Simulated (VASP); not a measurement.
Input of a VASP 6.6.1 run:

The input POSCAR:

```
AlN
1.0
    0.0000000000      0.0000000000      4.9785739302
    3.1066970521     -5.3809571379      0.0000000000
    3.1066970521      5.3809571379      0.0000000000
Al N
8 8
Direct
    0.4992049918      0.6666666667      0.3333333333
    0.4992049918      0.1666666667      0.3333333333
    0.4992049918      0.6666666667      0.8333333333
    0.4992049918      0.1666666667      0.8333333333
    0.9992049918      0.3333333333      0.1666666667
    0.9992049918      0.8333333333      0.1666666667
    0.9992049918      0.3333333333      0.6666666667
    0.9992049918      0.8333333333      0.6666666667
    0.8807950082      0.6666666667      0.3333333333
    0.8807950082      0.1666666667      0.3333333333
    0.8807950082      0.6666666667      0.8333333333
    0.8807950082      0.1666666667      0.8333333333
    0.3807950082      0.3333333333      0.1666666667
    0.3807950082      0.8333333333      0.1666666667
    0.3807950082      0.3333333333      0.6666666667
    0.3807950082      0.8333333333      0.6666666667
```

The input INCAR.step1:

```
SYSTEM = AlN
PREC     = Accurate       ! precision mode
ENCUT    = 520            ! plane-wave cutoff, eV
ISMEAR   = 0              ! smearing method
SIGMA    = 0.1            ! smearing width, eV
LREAL    = Auto         
LASPH    = .True.         ! aspherical terms in the spheres
NELM     = 60             ! most SCF steps
NBANDS   = 46             ! bands
GGA      = PE             ! functional
ALGO     = Normal         ! electronic algorithm
EDIFF    = 1E-4           ! SCF threshold, eV
LWAVE    = .True.         ! write WAVECAR
LCHARG   = .False.        ! write CHGCAR
```

The input INCAR.step2:

```
SYSTEM = AlN
PREC     = Accurate       ! precision mode
ENCUT    = 520            ! plane-wave cutoff, eV
EDIFF    = 1E-6           ! SCF threshold, eV
ISMEAR   = 0              ! smearing method
SIGMA    = 0.1            ! smearing width, eV
LREAL    = Auto         
LASPH    = .True.         ! aspherical terms in the spheres
NELM     = 60             ! most SCF steps
ALGO     = Normal         ! electronic algorithm
ISIF     = 2              ! what is computed and relaxed
LWAVE    = .False.        ! write WAVECAR
LCHARG   = .True.         ! write CHGCAR
METAGGA  = R2SCAN         ! meta-GGA
LMIXTAU  = .True.       
LELF     = .True.         ! ELF
LVHAR    = .True.       
NBANDS   = 46             ! bands
ISTART   = 1
```

The input KPOINTS:

```
Automatic mesh
0
Gamma
  8 6 6
  0 0 0
```

Potentials or basis: VASP PAW PBE potentials, release 64 (Al, N).

The run is started by

```bash
$ cat potpaw_PBE.64/Al/POTCAR potpaw_PBE.64/N/POTCAR > POTCAR
$ cp INCAR.step1 INCAR
$ mpirun -np 1 vasp_std > vasp.out
$ cp INCAR.step2 INCAR
$ mpirun -np 1 vasp_std > vasp.out
```

(1) What does it give for the band gap on the k mesh?

(2) Predict the pressure.

Results:

(1) 4.92 eV.

(2) -0.4 GPa.

Caveat: the PAW data sets were made with another functional, which shifts forces and pressure a little.
